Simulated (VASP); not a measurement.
Wanted: the native input for a VASP 6.6.1 run.

- Task: single point
- Functional: PBE
- Potentials or basis: VASP PAW PBE potentials, release 64 (Zn, Au)
- Cutoff: 520 eV
- k mesh: 16 × 16 × 16
- Occupations: gaussian, width 0.15 eV
- Spin: no spin polarisation
- Dipole correction: no
- Further INCAR settings: ALGO = Fast; EDIFF = 1e-07; NBANDS = 18

The structure of ZnAu lies in POSCAR:

```
ZnAu
1.0
    3.5325658942      0.0000000000      0.0000000000
    0.0000000000      3.5325658942      0.0000000000
    0.0000000000      0.0000000000      2.4975240872
Zn Au
1 1
Direct
    0.5000000000      0.5000000000      0.5000000000
    0.0000000000      0.0000000000      0.0000000000
```

This cell differs from its parent crystal: ratio of the length along z to the lengths across it x 0.707, volume and fractional coordinates fixed.

These files were run (other wordings do the same):

INCAR

```
ALGO = Fast
EDIFF = 1E-7
ENCUT = 520
GGA = PE
ISIF = 2
ISMEAR = 0
LASPH = T
LCHARG = T
LELF = T
LREAL = F
LVHAR = T
LWAVE = F
NBANDS = 18
NELM = 100
PREC = Accurate
SIGMA = 0.15
```

KPOINTS

```
k-points
0
Gamma
  16 16 16
```

Potentials or basis: VASP PAW PBE potentials, release 64 (Zn, Au).

Run with:

```console
$ cat potpaw_PBE.64/Zn/POTCAR potpaw_PBE.64/Au/POTCAR > POTCAR
$ mpirun -np 1 vasp_std > vasp.out
```

Results of the run:

The pressure is 16.4 GPa.

Run time: 4.5 min on 1 thread of Oxide Virtual Turin-like Processor, with other jobs on the host, peak memory 0.3 GiB.
